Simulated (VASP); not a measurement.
Input of a VASP 6.6.1 run:

File INCAR:

```
ALGO = Normal
EDIFF = 1E-6
ENCUT = 520
GGA = PE
ISIF = 2
ISMEAR = 1
LASPH = True
LCHARG = False
LREAL = Auto
LWAVE = False
NBANDS = 130
NELM = 100
PREC = Accurate
SIGMA = 0.1
```

File KPOINTS:

```
k-points
0
Gamma
  3 3 3
```

File POSCAR:

```
W16F
1.0
    6.3684112200      0.0000000000      0.0000000000
    0.0000000000      6.3684112200      0.0000000000
    0.0000000000      0.0000000000      6.3684112200
W F
16 1
Direct
    0.0058039693     -0.0005475316     -0.0032012928
    0.2509210025      0.2445671916      0.2379434930
    0.0021714049     -0.0005471865      0.4906216755
    0.2509229266      0.2482019964      0.7441277166
    0.0020594014      0.4994515322     -0.0046869996
    0.2509180837      0.7543330315      0.2379438005
    0.0304990495      0.4994502998      0.4716459253
    0.2509214420      0.7506967790      0.7441269128
    0.4960373758     -0.0005517545     -0.0032007447
    0.7509228165      0.2483113463      0.2394283352
    0.4996707298     -0.0005497768      0.4906168839
    0.7509199944      0.2198728596      0.7630981817
    0.4997988430      0.4994514699     -0.0046979093
    0.7509230779      0.7505809341      0.2394367150
    0.4713392719      0.4994520340      0.4716431087
    0.7509253875      0.7790329687      0.7630999777
    0.7509184036      0.4994548853      0.6173736246
```

Potentials or basis: VASP PAW PBE potentials, release 64 (W_sv, F).

Run with:

```sh
$ cat potpaw_PBE.64/W_sv/POTCAR potpaw_PBE.64/F/POTCAR > POTCAR
$ mpirun -np 1 vasp_std > vasp.out
```

Problem. Predict the band gap on the k mesh.

Solution. Zero (an odd number of electrons rules out a gap without spin polarisation).

Problem. Predict the largest force.

Solution. 0.119 eV/Å.

Forces in eV/Å, atoms in the order of the input:
```
W    0.005 -0.001  0.008
W    0.001 -0.005 -0.008
W    0.000  0.000 -0.001
W    0.000  0.000  0.001
W   -0.001  0.000 -0.007
W    0.001  0.005 -0.008
W    0.109 -0.001 -0.049
W    0.000  0.001  0.002
W   -0.005 -0.001  0.008
W    0.000  0.001  0.007
W   -0.001  0.000 -0.002
W    0.001 -0.109  0.049
W   -0.001  0.001 -0.005
W   -0.001  0.001  0.005
W   -0.107  0.000 -0.050
W    0.000  0.107  0.050
F    0.000  0.000  0.000
```

Caveat: spin-orbit coupling is left out, which moves the levels of the heavy elements; an odd number of electrons without spin polarisation forces a metal; a magnetic or distorted state may lie lower.
